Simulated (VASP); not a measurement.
# HfB2 (P-1) in VASP: further runs, part 2 of 2

VASP 6.6.1. Earlier steps stand in the parts before.

## 4. Single point, PBEsol (equal xy, yz and zx shear strains of +1 %)

INCAR

```
  ALGO = Normal
  EDIFF = 1E-6
  ENCUT = 520
  GGA = PS
  ISIF = 2
  ISMEAR = -1
  LASPH = True
  LCHARG = False
  LREAL = False
  LWAVE = False
  NBANDS = 15
  NELM = 80
  PREC = Accurate
  SIGMA = 0.05
```

KPOINTS

```
k-points
0
Gamma
  13 13 11
```

POSCAR

```
HfB2
1.0
    3.1400001005      0.0157000005      0.0157000005
   -1.5564034510      2.7114698546      0.0057465990
    0.0174000000      0.0174000000      3.4800000000
Hf B
1 2
Direct
    0.0000000000      0.0000000000      0.0000000000
    0.3333333333      0.6666666667      0.5000000000
    0.6666666667      0.3333333333      0.5000000000
```

Potentials or basis: VASP PAW PBE potentials, release 64 (Hf_pv, B).

On the command line:

```sh
$ cat potpaw_PBE.64/Hf_pv/POTCAR potpaw_PBE.64/B/POTCAR > POTCAR
$ mpirun -np 1 vasp_std > vasp.out
```

OUTCAR:

```text
EDIFF = 1E-6
   ENCUT = 520
   GGA = PS
   ISIF = 2
   ISMEAR = -1
   LASPH = True
   LREAL = False
   NELM = 80
   PREC = Accurate

 ion  position               nearest neighbor table
   1  0.000  0.000  0.000-   2 2.50   3 2.50   3 2.50   2 2.50   3 2.50   2 2.50   2 2.51   3 2.51
                             3 2.53   2 2.53   3 2.54   2 2.54
   2  0.333  0.667  0.500-   3 1.81   3 1.81   3 1.82   1 2.50   1 2.50   1 2.50   1 2.51   1 2.53
                             1 2.54
   3  0.667  0.333  0.500-   2 1.81   2 1.81   2 1.82   1 2.50   1 2.50   1 2.50   1 2.51   1 2.53
                             1 2.54

  LATTYP: Found a triclinic cell.
 ALAT       =     5.4387756740
 B/A-ratio  =     0.5748386816
 C/A-ratio  =     0.6398658830
 COS(alpha) =     0.0036852528
 COS(beta)  =     0.0100244988
 COS(gamma) =     0.8647750968

  Lattice vectors:

 A1 = (   0.0271931985,   5.4386397097,   0.0271931985)
 A2 = (  -1.5564034510,   2.7114698546,   0.0057465990)
 A3 = (   0.0174000000,   0.0174000000,   3.4800000000)

Analysis of symmetry for initial positions (statically):
=====================================================================
 Subroutine PRICEL returns:
 Original cell was already a primitive cell.

 Routine SETGRP: Setting up the symmetry group for a
 triclinic supercell.

 Subroutine GETGRP returns: Found  2 space group operations
 (whereof  2 operations were pure point group operations)
 out of a pool of  2 trial point group operations.

The static configuration has the point symmetry S_2 .

Analysis of symmetry for dynamics (positions and initial velocities):
=====================================================================
 Subroutine PRICEL returns:
 Original cell was already a primitive cell.

 Routine SETGRP: Setting up the symmetry group for a
 triclinic supercell.

 Subroutine GETGRP returns: Found  2 space group operations
 (whereof  2 operations were pure point group operations)
 out of a pool of  2 trial point group operations.

The dynamic configuration has the point symmetry S_2 .

 Subroutine INISYM returns: Found  2 space group operations
 (whereof  2 operations are pure point group operations),
 and found     1 'primitive' translations

----------------------------------------------------------------------------------------

                                     Primitive cell

  volume of cell :      29.7123

  direct lattice vectors                    reciprocal lattice vectors
     3.140000101  0.015700000  0.015700000     0.317572353  0.182294141 -0.002499332
    -1.556403451  2.711469855  0.005746599    -0.001829638  0.367757310 -0.001829638
     0.017400000  0.017400000  3.480000000    -0.001429705 -0.001429705  0.287370619

  length of vectors
     3.140078600  3.126418638  3.480086999     0.366182469  0.367766412  0.287377732

  position of ions in fractional coordinates (direct lattice)
     0.000000000  0.000000000  0.000000000
     0.333333333  0.666666667  0.500000000
     0.666666667  0.333333333  0.500000000

  ion indices of the primitive-cell ions
   primitive index   ion index
                 1           1
                 2           2
[... 52 lines left out ...]
  0.153846  0.153846 -0.000000      2.000000
  0.230769  0.153846  0.000000      2.000000
 [... further k-points ...]
   k-points           NKPTS =    930   k-points in BZ     NKDIM =    930   number of bands    NBANDS=     15
   number of dos      NEDOS =    301   number of ions     NIONS =      3
   total plane-waves  NPLWV =  16128
   dimension x,y,z NGX =    24 NGY =   24 NGZ =   28
   dimension x,y,z NGXF=    48 NGYF=   48 NGZF=   56
   ions per type =               1   2
   NGX,Y,Z   is equivalent  to a cutoff of  12.71, 12.76, 13.38 a.u.
   NGXF,Y,Z  is equivalent  to a cutoff of  25.41, 25.52, 26.75 a.u.
 SYSTEM =  unknown system
   PREC   = accura    normal or accurate (medium, high low for compatibility)
   ISTART =      0    job   : 0-new  1-cont  2-samecut
   ICHARG =      2    charge: 1-file 2-atom 10-const
   ISPIN  =      1    spin polarized calculation?
   LNONCOLLINEAR =      F non collinear calculations
   LSORBIT =      F    spin-orbit coupling
   LASPH  =      T    aspherical Exc in radial PAW
   ENCUT  =  520.0 eV  38.22 Ry    6.18 a.u.   5.84  5.81  6.47*2*pi/ulx,y,z
   NELM   =     80;   NELMIN=  2; NELMDL= -5     # of ELM steps
   EDIFF  = 0.1E-05   stopping-criterion for ELM
   LREAL  =      F    real-space projection
   EDIFFG = 0.1E-04   stopping-criterion for IOM
   NSW    =      0    number of steps for IOM
   IBRION =     -1    ionic relax: 0-MD 1-quasi-New 2-CG
   NFREE  =      0    steps in history (QN), initial steepest desc. (CG)
   ISIF   =      2    stress and relaxation
   ISYM   =      2    0-nonsym 1-usesym 2-fastsym
   POTIM  = 0.5000    time-step for ionic-motion
   TEBEG  =    0.0;   TEEND  =   0.0 temperature during run
   PSTRESS=    0.0 pullay stress
   NELECT =      16.0000    total number of electrons
   NUPDOWN=      -1.0000    fix difference up-down
   EMIN   =  10.00;   EMAX   =-10.00  energy-range for DOS
   EFERMI =   0.00;   METHOD = LEGACY
   ISMEAR =    -1;   SIGMA  =   0.05  broadening in eV -4-tet -1-fermi 0-gaus
   EFERMI_NEDOS =   21; number of points for ismear=-14 and -15
   IALGO  =     38    algorithm
   IMIX   =      4    mixing-type and parameters
     AMIX     =   0.40;   BMIX     =  1.00
     AMIX_MAG =   1.60;   BMIX_MAG =  1.00
  volume/ion in A,a.u.               =       9.90        66.84
  Fermi-wavevector in a.u.,A,eV,Ry     =   1.331893  2.516912 24.135895  1.773938
  Thomas-Fermi vector in A             =   2.460869
   LORBIT       =      0    0 simple, 1 ext, 2 COOP (PROOUT), +10 PAW based schemes
   GGA     = PS    functional components
   LHFCALC =     F    Hartree Fock is set to
   AEXX    =    0.0000 exact exchange contribution
   IVDW    =     0    specifies the selected vdW correction
   LEPSILON=     F    determine dielectric tensor
   LRPA    =     F    only Hartree local field effects (RPA)
 non-spin polarized calculation
  energy-cutoff  :      520.00
  volume of cell :       29.71
 maximum number of plane-waves:       819
   NGX = 11   NGY = 11   NGZ = 13

 number of electron      15.9999998 magnetization

 Free energy of the ion-electron system (eV)
  ---------------------------------------------------
  ext. energy  EPLUGINS =         0.00000000
  ---------------------------------------------------
  free energy    TOTEN  =       -27.85237795 eV

  energy without entropy =      -27.85069605  energy(sigma->0) =      -27.85153700

 E-fermi :   7.6193     XC(G=0): -12.6816

 val. band max:        7.5866128036   @ k =   0.0769   0.0000   0.2727
 cond. band min:       7.6393948690   @ k =   0.1538   0.3077  -0.0000
 fundamental gap:      0.0527820654
 Fermi energy:         7.6193071372

 k-point     1 :       0.0000    0.0000    0.0000
  band No.  band energies     occupation
      1     -23.0255      2.00000
      2     -22.5280      2.00000
      3     -22.5080      2.00000
      4      -6.1728      2.00000
      5       4.5049      2.00000
      6       4.6146      2.00000
      7       4.7179      2.00000
      8       4.8039      2.00000
      9      11.4910      0.00000
     10      11.5465      0.00000
     11      12.1786      0.00000
     12      12.2876      0.00000
     13      12.4327      0.00000
     14      12.5640      0.00000
[... 401 lines left out ...]
      2     -22.9245      2.00000
      3     -22.7070      2.00000
      4      -4.0122      2.00000
      5       1.1519      2.00000
      6       2.9018      2.00000
      7       3.8295      2.00000
      8       6.5609      2.00000
      9       8.4246      0.00000
     10       9.1251      0.00000
     11      12.7030      0.00000
     12      13.7072      0.00000
     13      14.5032      0.00000
     14      15.3779      0.00000
     15      17.1688      0.00000

 [... further k-points ...]

------------------------ aborting loop because EDIFF is reached ----------------------------------------

  FORCE on cell =-STRESS in cart. coord.  units (eV):
  Direction    XX          YY          ZZ          XY          YZ          ZX
  --------------------------------------------------------------------------------------
  -------------------------------------------------------------------------------------
  Total       -0.7440609     -0.7436225     -0.9525772     -0.4996439     -0.4853770     -0.4855202
  in kB      -40.1219760    -40.0983384    -51.3657948    -26.9422844    -26.1729743    -26.1806942
  external PRESSURE =     -43.8620364 kB  Pullay stress =       0.0000000 kB

 VOLUME and BASIS-vectors are now :
 -----------------------------------------------------------------------------
  energy-cutoff  :      520.00
  volume of cell :       29.71
      direct lattice vectors                 reciprocal lattice vectors
     3.140000101  0.015700000  0.015700000     0.317572353  0.182294141 -0.002499332
    -1.556403451  2.711469855  0.005746599    -0.001829638  0.367757310 -0.001829638
     0.017400000  0.017400000  3.480000000    -0.001429705 -0.001429705  0.287370619

 POSITION                                       TOTAL-FORCE (eV/Angst)
 -----------------------------------------------------------------------------------
      0.00000      0.00000      0.00000         0.000000      0.000000      0.000000
      0.01776      1.82158      1.74906         0.006917      0.001453     -0.001544
      1.58323      0.92299      1.75238        -0.006917     -0.001453      0.001544
 -----------------------------------------------------------------------------------
    total drift:                               -0.000000      0.000000      0.000000

  FREE ENERGIE OF THE ION-ELECTRON SYSTEM (eV)
  ---------------------------------------------------
  free  energy   TOTEN  =       -27.8523779496 eV

  energy  without entropy=      -27.8506960543  energy(sigma->0) =      -27.85153700
```

It took 9.6 min on 1 thread of Intel Xeon 8259CL, shared host; peak memory 0.5 GiB.

What came out:

```
Free energy            : -27.8524 eV
Pressure               : -4.4 GPa
Largest force          : 0.007 eV/Å
Band gap on the k mesh : zero (bands 8 and 9 overlap by 0.99 eV)
```

Forces in eV/Å, atoms in the order of the input:
```
Hf   0.000  0.000  0.000
B    0.007  0.001 -0.002
B   -0.007 -0.001  0.002
```

Levels at points of the mesh, in eV from the Fermi level:
```tsv
k point	band 6	band 7	band 8	band 9	band 10	band 11
(0.00, 0.00, 0.00)	-3.00	-2.90	-2.82	3.87	3.93	4.56
```

Caveat: the cell differs from its parent crystal (equal xy, yz and zx shear strains of +1 %); the cell stands under tension; the PAW data sets were made with another functional, which shifts forces and pressure a little; spin-orbit coupling is left out, which moves the levels of the heavy elements.

## 5. Single point, PBEsol (equal xy, yz and zx shear strains of +3 %)

INCAR

```
PREC = Accurate
ENCUT = 520
EDIFF = 1E-6
ISMEAR = -1
SIGMA = 0.05
LREAL = F
LASPH = T
NELM = 80
ALGO = Normal
ISIF = 2
LWAVE = F
LCHARG = T
GGA = PS
LELF = T
LVHAR = T
NBANDS = 15
```

KPOINTS

```
Automatic mesh
0
Gamma
  13 13 11
```

POSCAR

```
HfB2
1.0
    3.1400001005      0.0471000015      0.0471000015
   -1.5292102525      2.6957698542      0.0172397971
    0.0522000000      0.0522000000      3.4800000000
Hf B
1 2
Direct
    0.0000000000      0.0000000000      0.0000000000
    0.3333333333      0.6666666667      0.5000000000
    0.6666666667      0.3333333333      0.5000000000
```

On the command line:

```sh
$ cat potpaw_PBE.64/Hf_pv/POTCAR potpaw_PBE.64/B/POTCAR > POTCAR
$ mpirun -np 1 vasp_std > vasp.out
```

Run time: 7.1 min. Hardware: 1 thread of Intel Xeon 8259CL, shared host; peak memory 0.5 GiB.

The run converged. Its results:

```
Free energy            : -27.7955 eV
Pressure               : -3.7 GPa
Largest force          : 0.023 eV/Å
Band gap on the k mesh : zero (bands 8 and 9 overlap by 1.02 eV)
```

Forces in eV/Å, atoms in the order of the input:
```
Hf   0.000  0.000  0.000
B    0.014  0.013 -0.012
B   -0.014 -0.013  0.012
```

Stress tensor (GPa, compression positive):
```
-3.35 -7.84 -7.65
-7.84 -3.31 -7.63
-7.65 -7.63 -4.30
```

Levels at points of the mesh, in eV from the Fermi level:
```csv
k point,band 4,band 5,band 6,band 7,band 8,band 9,band 10,band 11,band 12,band 13
"(0.00, 0.00, 0.00)",-13.78,-3.15,-3.05,-2.79,-2.78,3.61,3.84,4.57,4.63,4.91
```

Caveat: the cell differs from its parent crystal (equal xy, yz and zx shear strains of +3 %); the cell stands under tension; the PAW data sets were made with another functional, which shifts forces and pressure a little; spin-orbit coupling is left out, which moves the levels of the heavy elements.

## 6. Single point, PBEsol (equal xy, yz and zx shear strains of -1 %)

INCAR

```
ALGO = Normal
EDIFF = 1E-6
ENCUT = 520
GGA = PS
ISIF = 2
ISMEAR = -1
LASPH = True
LCHARG = False
LREAL = False
LWAVE = False
NBANDS = 15
NELM = 80
PREC = Accurate
SIGMA = 0.05
```

KPOINTS

```
k-points
0
Gamma
  13 13 11
```

POSCAR

```
HfB2
1.0
    3.1400001005     -0.0157000005     -0.0157000005
   -1.5835966496      2.7271698552     -0.0057465990
   -0.0174000000     -0.0174000000      3.4800000000
Hf B
1 2
Direct
    0.0000000000      0.0000000000      0.0000000000
    0.3333333333      0.6666666667      0.5000000000
    0.6666666667      0.3333333333      0.5000000000
```

Potentials or basis: VASP PAW PBE potentials, release 64 (Hf_pv, B).

On the command line:

```sh
$ cat potpaw_PBE.64/Hf_pv/POTCAR potpaw_PBE.64/B/POTCAR > POTCAR
$ mpirun -np 1 vasp_std > vasp.out
```

It took 6.9 min on 1 thread of Intel Xeon 8259CL, shared host; peak memory 0.5 GiB.

The run converged. Its results:

- Free energy: -27.8522 eV
- Pressure: -4.4 GPa
- Largest force: 0.010 eV/Å
- Band gap on the k mesh: zero (bands 8 and 9 overlap by 1.03 eV)

Forces on the atoms (eV/Å):
```
Hf   0.000  0.000  0.000
B   -0.010  0.001 -0.002
B    0.010 -0.001  0.002
```

Stress tensor (GPa, compression positive):
```
-4.01  2.76  2.68
 2.76 -4.01  2.68
 2.68  2.68 -5.13
```

Levels at points of the mesh, in eV from the Fermi level:
```csv
k point,band 5,band 6,band 7,band 8,band 9,band 10,band 11,band 12
"(0.00, 0.00, 0.00)",-3.12,-3.01,-2.90,-2.82,3.88,3.92,4.57,4.65
```

Caveat: the cell differs from its parent crystal (equal xy, yz and zx shear strains of -1 %); the cell stands under tension; the PAW data sets were made with another functional, which shifts forces and pressure a little; spin-orbit coupling is left out, which moves the levels of the heavy elements.

## 7. Summary

```csv
cell,gap on the mesh (eV),pressure (GPa),largest force (eV/Å)
"a = 3.140, b = 3.113, c = 3.480 Å, angles 89.6, 88.8, 119.1°, 3 atoms",none,-4.1,0.01
"a = 3.140, b = 3.167, c = 3.480 Å, angles 90.4, 91.1, 120.9°, 3 atoms",none,-4.1,0.02
"a = 3.140, b = 3.126, c = 3.480 Å, angles 89.8, 89.4, 119.6°, 3 atoms",none,-4.4,0.01
"a = 3.141, b = 3.099, c = 3.481 Å, angles 89.4, 88.3, 118.7°, 3 atoms",none,-3.7,0.02
"a = 3.140, b = 3.154, c = 3.480 Å, angles 90.2, 90.6, 120.4°, 3 atoms",none,-4.4,0.01
```

Alike in all rows: task single point; level PBEsol; potentials or basis VASP PAW PBE potentials, release 64 (Hf_pv, B); no spin polarisation; k mesh 13 × 13 × 11; cutoff (eV) 520; smearing fermi-dirac 0.05 eV.

Caveats: the cell stands under tension; the PAW data sets were made with another functional, which shifts forces and pressure a little; spin-orbit coupling is left out, which moves the levels of the heavy elements.

Total energies depend on the potentials used, so only differences within one code and one set of settings carry meaning.

The gap in the log of VASP goes by the Fermi energy; the results here count the filled bands.